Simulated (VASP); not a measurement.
# W (Pm-3m) in VASP: notebook

Runs on W. Level: LDA. Tasks: single point, relaxation of cell and atoms.

Program: VASP 6.6.1. These are calculated values, not measurements. Logs are shortened: lines on timing, memory, paths and dates and some standing lists are left out, and cuts for length are marked.

## 1. The cell of the first run

Symmetry: Pm-3m, No. 221, cubic system. Conventional cell: a = 2.627 Å, b = 2.627 Å, c = 2.627 Å, α = 90.00°, β = 90.00°, γ = 90.00°. Within 3.5 Å of W (site symmetry m-3m) lie 6 W at 2.63 Å.

## 2. Single point, LDA (volume scaled by 1.04)

File INCAR:

```
PREC = Accurate ; ENCUT = 520
EDIFF = 1E-6 ; ISMEAR = -1
SIGMA = 0.1 ; LREAL = False
LASPH = True ; NELM = 60
ALGO = Normal ; ISIF = 2
LWAVE = False ; LCHARG = False
GGA = CA ; NBANDS = 13
```

File KPOINTS:

```
regular mesh
0
Gamma
  14 14 14
```

File POSCAR:

```
W
1.0
    2.6268530154      0.0000000000      0.0000000000
    0.0000000000      2.6268530154      0.0000000000
    0.0000000000      0.0000000000      2.6268530154
W
1
Direct
    0.0000000000      0.0000000000      0.0000000000
```

Potentials or basis: VASP PAW LDA potentials, release 64 (W_sv).

The run is started by

```bash
cat potpaw_LDA.64/W_sv/POTCAR > POTCAR
mpirun -np 1 vasp_std > vasp.out
```

OUTCAR:

```text
PREC = Accurate
   ENCUT = 520
   EDIFF = 1E-6
   ISMEAR = -1
   LREAL = False
   LASPH = True
   NELM = 60
   ISIF = 2
   GGA = CA

 ion  position               nearest neighbor table
   1  0.000  0.000  0.000-

  LATTYP: Found a simple cubic cell.
 ALAT       =     2.6268530154

  Lattice vectors:

 A1 = (   2.6268530154,   0.0000000000,   0.0000000000)
 A2 = (   0.0000000000,   2.6268530154,   0.0000000000)
 A3 = (   0.0000000000,   0.0000000000,   2.6268530154)

Analysis of symmetry for initial positions (statically):
=====================================================================
 Subroutine PRICEL returns:
 Original cell was already a primitive cell.

 Routine SETGRP: Setting up the symmetry group for a
 simple cubic supercell.

 Subroutine GETGRP returns: Found 48 space group operations
 (whereof 48 operations were pure point group operations)
 out of a pool of 48 trial point group operations.

The static configuration has the point symmetry O_h .

Analysis of symmetry for dynamics (positions and initial velocities):
=====================================================================
 Subroutine PRICEL returns:
 Original cell was already a primitive cell.

 Routine SETGRP: Setting up the symmetry group for a
 simple cubic supercell.

 Subroutine GETGRP returns: Found 48 space group operations
 (whereof 48 operations were pure point group operations)
 out of a pool of 48 trial point group operations.

The dynamic configuration has the point symmetry O_h .

 Subroutine INISYM returns: Found 48 space group operations
 (whereof 48 operations are pure point group operations),
 and found     1 'primitive' translations

----------------------------------------------------------------------------------------

                                     Primitive cell

  volume of cell :      18.1262

  direct lattice vectors                    reciprocal lattice vectors
     2.626853015  0.000000000  0.000000000     0.380683652  0.000000000  0.000000000
     0.000000000  2.626853015  0.000000000     0.000000000  0.380683652  0.000000000
     0.000000000  0.000000000  2.626853015     0.000000000  0.000000000  0.380683652

  length of vectors
     2.626853015  2.626853015  2.626853015     0.380683652  0.380683652  0.380683652

  position of ions in fractional coordinates (direct lattice)
     0.000000000  0.000000000  0.000000000

  ion indices of the primitive-cell ions
   primitive index   ion index
                 1           1

----------------------------------------------------------------------------------------

 KPOINTS: regular mesh

Automatic generation of k-mesh.
 Grid dimensions read from file:
 generate k-points for:   14   14   14

 Generating k-lattice:

  Cartesian coordinates                     Fractional coordinates (reciprocal lattice)
     0.027191689  0.000000000  0.000000000     0.071428571  0.000000000  0.000000000
     0.000000000  0.027191689  0.000000000     0.000000000  0.071428571  0.000000000
     0.000000000  0.000000000  0.027191689     0.000000000  0.000000000  0.071428571

  Length of vectors
     0.027191689  0.027191689  0.027191689

  Shift w.r.t. Gamma in fractional coordinates (k-lattice)
     0.000000000  0.000000000  0.000000000

 Subroutine IBZKPT returns following result:
 ===========================================

 Found    120 irreducible k-points:

 Following reciprocal coordinates:
            Coordinates               Weight
  0.000000  0.000000  0.000000      1.000000
  0.071429  0.000000  0.000000      6.000000
  0.142857  0.000000  0.000000      6.000000
  0.214286  0.000000  0.000000      6.000000
  0.285714  0.000000  0.000000      6.000000
  0.357143  0.000000  0.000000      6.000000
[... 16 lines left out ...]
  0.285714  0.214286  0.000000     24.000000
  0.357143  0.214286  0.000000     24.000000
 [... further k-points ...]
   k-points           NKPTS =    120   k-points in BZ     NKDIM =    120   number of bands    NBANDS=     13
   number of dos      NEDOS =    301   number of ions     NIONS =      1
   total plane-waves  NPLWV =   8000
   dimension x,y,z NGX =    20 NGY =   20 NGZ =   20
   dimension x,y,z NGXF=    40 NGYF=   40 NGZF=   40
   ions per type =               1
   NGX,Y,Z   is equivalent  to a cutoff of  12.66, 12.66, 12.66 a.u.
   NGXF,Y,Z  is equivalent  to a cutoff of  25.31, 25.31, 25.31 a.u.
 SYSTEM =  unknown system
   PREC   = accura    normal or accurate (medium, high low for compatibility)
   ISTART =      0    job   : 0-new  1-cont  2-samecut
   ICHARG =      2    charge: 1-file 2-atom 10-const
   ISPIN  =      1    spin polarized calculation?
   LNONCOLLINEAR =      F non collinear calculations
   LSORBIT =      F    spin-orbit coupling
   LASPH  =      T    aspherical Exc in radial PAW
   ENCUT  =  520.0 eV  38.22 Ry    6.18 a.u.   4.88  4.88  4.88*2*pi/ulx,y,z
   NELM   =     60;   NELMIN=  2; NELMDL= -5     # of ELM steps
   EDIFF  = 0.1E-05   stopping-criterion for ELM
   LREAL  =      F    real-space projection
   EDIFFG = 0.1E-04   stopping-criterion for IOM
   NSW    =      0    number of steps for IOM
   IBRION =     -1    ionic relax: 0-MD 1-quasi-New 2-CG
   NFREE  =      0    steps in history (QN), initial steepest desc. (CG)
   ISIF   =      2    stress and relaxation
   ISYM   =      2    0-nonsym 1-usesym 2-fastsym
   POTIM  = 0.5000    time-step for ionic-motion
   TEBEG  =    0.0;   TEEND  =   0.0 temperature during run
   PSTRESS=    0.0 pullay stress
   NELECT =      14.0000    total number of electrons
   NUPDOWN=      -1.0000    fix difference up-down
   EMIN   =  10.00;   EMAX   =-10.00  energy-range for DOS
   EFERMI =   0.00;   METHOD = LEGACY
   ISMEAR =    -1;   SIGMA  =   0.10  broadening in eV -4-tet -1-fermi 0-gaus
   EFERMI_NEDOS =   21; number of points for ismear=-14 and -15
   IALGO  =     38    algorithm
   IMIX   =      4    mixing-type and parameters
     AMIX     =   0.40;   BMIX     =  1.00
     AMIX_MAG =   1.60;   BMIX_MAG =  1.00
  volume/ion in A,a.u.               =      18.13       122.32
  Fermi-wavevector in a.u.,A,eV,Ry     =   1.502041  2.838446 30.696466  2.256127
  Thomas-Fermi vector in A             =   2.613333
   LORBIT       =      0    0 simple, 1 ext, 2 COOP (PROOUT), +10 PAW based schemes
   GGA     = CA    functional components
   LHFCALC =     F    Hartree Fock is set to
   AEXX    =    0.0000 exact exchange contribution
   IVDW    =     0    specifies the selected vdW correction
   LEPSILON=     F    determine dielectric tensor
   LRPA    =     F    only Hartree local field effects (RPA)
 non-spin polarized calculation
  energy-cutoff  :      520.00
  volume of cell :       18.13
 maximum number of plane-waves:       500
 NGX is ok and might be reduce to    20
   NGX =  9   NGY =  9   NGZ =  9

 number of electron      14.0000002 magnetization

 Free energy of the ion-electron system (eV)
  ---------------------------------------------------
  ext. energy  EPLUGINS =         0.00000000
  ---------------------------------------------------
  free energy    TOTEN  =       -12.63296957 eV

  energy without entropy =      -12.59271287  energy(sigma->0) =      -12.61284122

 E-fermi :   9.3344     XC(G=0): -12.9408

 val. band max:        9.2644616188   @ k =   0.4286   0.4286   0.2143
 cond. band min:       9.3434290347   @ k =   0.4286   0.2857   0.1429
 fundamental gap:      0.0789674159
 Fermi energy:         9.3344281986

 k-point     1 :       0.0000    0.0000    0.0000
  band No.  band energies     occupation
      1     -64.3166      2.00000
      2     -28.1529      2.00000
      3     -28.1529      2.00000
      4     -28.1529      2.00000
      5       0.8070      2.00000
      6       4.9747      2.00000
      7       4.9747      2.00000
      8      14.0541      0.00000
      9      14.0541      0.00000
     10      14.0541      0.00000
     11      24.1076      0.00000
     12      24.1076      0.00000
     13      24.1076      0.00000

 k-point     2 :       0.0714    0.0000    0.0000
  band No.  band energies     occupation
      1     -64.3116      2.00000
      2     -28.2240      2.00000
      3     -28.1469      2.00000
      4     -28.1469      2.00000
      5       0.9749      2.00000
      6       5.0176      2.00000
      7       5.1536      2.00000
      8      13.7733      0.00000
      9      13.7733      0.00000
     10      14.0736      0.00000
     11      23.2355      0.00000
     12      24.4770      0.00000
     13      24.4770      0.00000

 k-point     3 :       0.1429    0.0000    0.0000
  band No.  band energies     occupation
      1     -64.2974      2.00000
      2     -28.4199      2.00000
      3     -28.1303      2.00000
      4     -28.1303      2.00000
      5       1.4368      2.00000
      6       5.1405      2.00000
      7       5.6841      2.00000
      8      13.0736      0.00000
      9      13.0736      0.00000
     10      14.1286      0.00000
     11      21.5349      0.00000
     12      25.4242      0.00000
     13      25.4242      0.00000

 k-point     4 :       0.2143    0.0000    0.0000
  band No.  band energies     occupation
      1     -64.2769      2.00000
      2     -28.6947      2.00000
      3     -28.1061      2.00000
      4     -28.1061      2.00000
      5       2.0903      2.00000
      6       5.3249      2.00000
      7       6.5163      2.00000
      8      12.2193      0.00000
      9      12.2193      0.00000
     10      14.2094      0.00000
     11      19.8813      0.00000
     12      26.6430      0.00000
     13      26.6430      0.00000

 k-point     5 :       0.2857    0.0000    0.0000
  band No.  band energies     occupation
      1     -64.2540      2.00000
      2     -28.9894      2.00000
      3     -28.0792      2.00000
      4     -28.0792      2.00000
      5       2.8209      2.00000
      6       5.5403      2.00000
      7       7.4839      2.00000
      8      11.4121      0.00000
      9      11.4121      0.00000
     10      14.3006      0.00000
     11      18.6684      0.00000
     12      25.4791      0.00000
     13      27.8908      0.00000

 k-point     6 :       0.3571    0.0000    0.0000
  band No.  band energies     occupation
      1     -64.2333      2.00000
      2     -29.2462      2.00000
      3     -28.0548      2.00000
      4     -28.0548      2.00000
      5       3.5226      2.00000
      6       5.7453      2.00000
      7       8.2782      1.99995
      8      10.7720      0.00000
      9      10.7720      0.00000
     10      14.3843      0.00000
     11      18.1764      0.00000
     12      24.2788      0.00000
     13      29.0076      0.00000

 k-point     7 :       0.4286    0.0000    0.0000
  band No.  band energies     occupation
      1     -64.2189      2.00000
      2     -29.4195      2.00000
      3     -28.0378      2.00000
      4     -28.0378      2.00000
      5       4.0658      2.00000
      6       5.8939      2.00000
      7       8.6602      1.99764
      8      10.3656      0.00007
      9      10.3656      0.00007
     10      14.4432      0.00000
     11      18.4016      0.00000
     12      23.5298      0.00000
     13      28.7034      0.00000
[... 193 lines left out ...]
 k-point    20 :       0.4286    0.1429    0.0000
  band No.  band energies     occupation
      1     -64.2001      2.00000
      2     -29.3866      2.00000
      3     -28.2925      2.00000
      4     -28.0163      2.00000
      5       4.6924      2.00000
      6       6.5293      2.00000
      7       7.3189      2.00000
      8      10.4986      0.00002
      9      11.4104      0.00000
     10      13.6034      0.00000
     11      18.5813      0.00000
     12      24.6080      0.00000
     13      26.6296      0.00000

 k-point    21 :       0.5000    0.1429    0.0000
  band No.  band energies     occupation
      1     -64.1950      2.00000
      2     -29.4471      2.00000
      3     -28.2858      2.00000
      4     -28.0103      2.00000
      5       4.9388      2.00000
      6       6.6998      2.00000
      7       7.0080      2.00000
      8      10.3617      0.00007
      9      11.6403      0.00000
     10      13.6298      0.00000
     11      18.6474      0.00000
     12      24.3872      0.00000
     13      27.6155      0.00000

 k-point    22 :       0.2143    0.2143    0.0000
  band No.  band energies     occupation
      1     -64.2374      2.00000
      2     -28.6556      2.00000
      3     -28.6208      2.00000
      4     -28.0603      2.00000
      5       3.3223      2.00000
      6       6.2089      2.00000
      7       7.4364      2.00000
      8      10.3328      0.00009
      9      12.2408      0.00000
     10      12.6944      0.00000
     11      21.7054      0.00000
     12      22.1997      0.00000
     13      27.8096      0.00000

 k-point    23 :       0.2857    0.2143    0.0000
  band No.  band energies     occupation
      1     -64.2147      2.00000
      2     -28.9288      2.00000
      3     -28.6047      2.00000
      4     -28.0338      2.00000
      5       3.9623      2.00000
      6       6.3861      2.00000
      7       8.0918      1.99999
      8      10.0993      0.00095
      9      11.6356      0.00000
     10      12.6545      0.00000
     11      20.3421      0.00000
     12      22.9937      0.00000
     13      27.1725      0.00000

 k-point    24 :       0.3571    0.2143    0.0000
  band No.  band energies     occupation
      1     -64.1942      2.00000
      2     -29.1809      2.00000
      3     -28.5757      2.00000
      4     -28.0099      2.00000
      5       4.5710      2.00000
      6       6.3690      2.00000
      7       8.0750      1.99999
      8      10.9763      0.00000
      9      11.0356      0.00000
     10      12.7549      0.00000
     11      19.2487      0.00000
     12      23.9442      0.00000
     13      26.3669      0.00000

 [... further k-points ...]
[... 5 lines left out ...]
  --------------------------------------------------------------------------------------
  -------------------------------------------------------------------------------------
  Total       -0.8501346     -0.8501346     -0.8501346     -0.0000000     -0.0000000      0.0000000
  in kB      -75.1434155    -75.1434155    -75.1434155     -0.0000000     -0.0000000      0.0000000
  external PRESSURE =     -75.1434155 kB  Pullay stress =       0.0000000 kB

 VOLUME and BASIS-vectors are now :
 -----------------------------------------------------------------------------
  energy-cutoff  :      520.00
  volume of cell :       18.13
      direct lattice vectors                 reciprocal lattice vectors
     2.626853015  0.000000000  0.000000000     0.380683652  0.000000000  0.000000000
     0.000000000  2.626853015  0.000000000     0.000000000  0.380683652  0.000000000
     0.000000000  0.000000000  2.626853015     0.000000000  0.000000000  0.380683652

 POSITION                                       TOTAL-FORCE (eV/Angst)
 -----------------------------------------------------------------------------------
      0.00000      0.00000      0.00000         0.000000      0.000000      0.000000
 -----------------------------------------------------------------------------------
    total drift:                                0.000000      0.000000      0.000000

  FREE ENERGIE OF THE ION-ELECTRON SYSTEM (eV)
  ---------------------------------------------------
  free  energy   TOTEN  =       -12.6329695670 eV

  energy  without entropy=      -12.5927128683  energy(sigma->0) =      -12.61284122
```

It took 8.3 s on 1 thread of Intel Xeon 6975P-C (Granite Rapids), shared host; peak memory 0.13 GiB.

Results:

```
Free energy            : -12.6330 eV
Pressure               : -7.5 GPa
Band gap on the k mesh : zero (band 7 reaches 11.12 eV, above the bottom of band 8 at 8.62 eV)
```

Caveat: spin-orbit coupling is left out, which moves the levels of the heavy elements.

## 3. Single point, LDA (volume scaled by 1.08)

File INCAR:

```
ALGO     = Normal         # electronic algorithm
EDIFF    = 1E-7           # SCF threshold, eV
ENCUT    = 520            # plane-wave cutoff, eV
GGA      = CA             # functional
ISIF     = 2              # what is computed and relaxed
ISMEAR   = -1             # smearing method
LASPH    = True           # aspherical terms in the spheres
LCHARG   = False          # write CHGCAR
LREAL    = False          # projectors in reciprocal space
LWAVE    = False          # write WAVECAR
NBANDS   = 13             # bands
NELM     = 80             # most SCF steps
PREC     = Accurate       # precision mode
SIGMA    = 0.1            # smearing width, eV
```

File KPOINTS:

```
k-points
0
Gamma
  14 14 14
```

File POSCAR:

```
W
1.0
    2.6601078497      0.0000000000      0.0000000000
    0.0000000000      2.6601078497      0.0000000000
    0.0000000000      0.0000000000      2.6601078497
W
1
Direct
    0.0000000000      0.0000000000      0.0000000000
```

Potentials or basis: VASP PAW LDA potentials, release 64 (W_sv).

The run is started by

```bash
cat potpaw_LDA.64/W_sv/POTCAR > POTCAR
mpirun -np 1 vasp_std > vasp.out
```

Wall time 7.1 s (1 thread of Intel Xeon 6975P-C (Granite Rapids), shared host); peak memory 0.13 GiB.

The run converged. Its results:

```yaml
Free_energy: -12.5845 eV
Pressure: -14.7 GPa
Band_gap_on_the_k_mesh: zero (band 7 reaches 10.51 eV, above the bottom of band 8 at 8.14 eV)
```

Levels at points of the mesh, in eV from the Fermi level:
```csv
k point,band 3,band 4,band 5,band 6,band 7,band 8,band 9,band 10,band 11,band 12
"(0.00, 0.00, 0.00)",-37.55,-37.55,-8.32,-4.14,-4.14,4.49,4.49,4.49,14.46,14.46
"(0.50, 0.00, 0.00)",-37.45,-37.45,-4.93,-3.22,-0.59,0.88,0.88,4.87,8.88,13.87
"(0.50, 0.50, 0.00)",-38.58,-37.35,-5.29,-2.81,1.61,1.61,4.73,4.73,7.11,13.58
"(0.50, 0.50, 0.50)",-38.43,-38.43,-3.71,-3.71,-3.71,7.38,7.38,7.53,11.22,11.22
```

Caveat: spin-orbit coupling is left out, which moves the levels of the heavy elements.

[end of part 1 of 2]
